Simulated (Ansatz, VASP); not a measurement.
Two plane-wave programs on In4Ga4As7

```
CELL_PARAMETERS angstrom
0.00000 8.28823 0.00000
-8.28823 0.00000 0.00000
4.14412 -4.14412 5.90400
ATOMIC_POSITIONS crystal
In 0.26656 0.31899 0.53312
In 0.74323 0.23289 0.48647
In 0.26656 0.71413 0.53312
In 0.74323 0.75358 0.48647
Ga 0.79705 0.76323 0.02646
Ga 0.22941 0.76323 0.02646
Ga 0.73126 0.24171 0.98342
Ga 0.25215 0.24171 0.98342
As 0.87273 0.62273 0.74545
As 0.36681 0.11681 0.73361
As 0.88535 0.13535 0.77070
As 0.35792 0.60911 0.23040
As 0.87248 0.60911 0.23040
As 0.35792 0.12129 0.23040
As 0.87248 0.12129 0.23040
```

Change from the starting cell: As vacancy, atoms relaxed.

Alike in both runs: functional PBEsol; k mesh 4 × 4 × 4; occupations gaussian, width 0.1 eV; no spin polarisation.

Ansatz relaxed the structure, and its values are those at the end. VASP's run is a single point on that final structure, the one shown.

```csv
,VASP,Ansatz
version,VASP 6.6.1,Ansatz 0.2.0
potentials or method,"VASP PAW PBE potentials, release 64 (In_d, Ga_d, As), cutoff 520 eV","scalar-relativistic, plane waves, PAW"
valence electrons in the cell,139,209
```

Ansatz gave:

```
gap on the k mesh at the Fermi level (eV) : none
pressure (GPa)                            : -1.5
rms of the force components (eV/Å)        : 0.001
```

Q: Estimate VASP's values.

A: gap on the k mesh at the Fermi level (eV): none; pressure (GPa): -1.5; rms of the force components (eV/Å): 0.006.

VASP's potentials were made for PBE, not for PBEsol. A gap of «none» marks a metal or a gap that the smearing closes. VASP's potentials hold 139 valence electrons a cell and Ansatz's 209, so a difference there can come from the potentials and not from the codes. Ansatz's warnings: stress scf threshold loose.
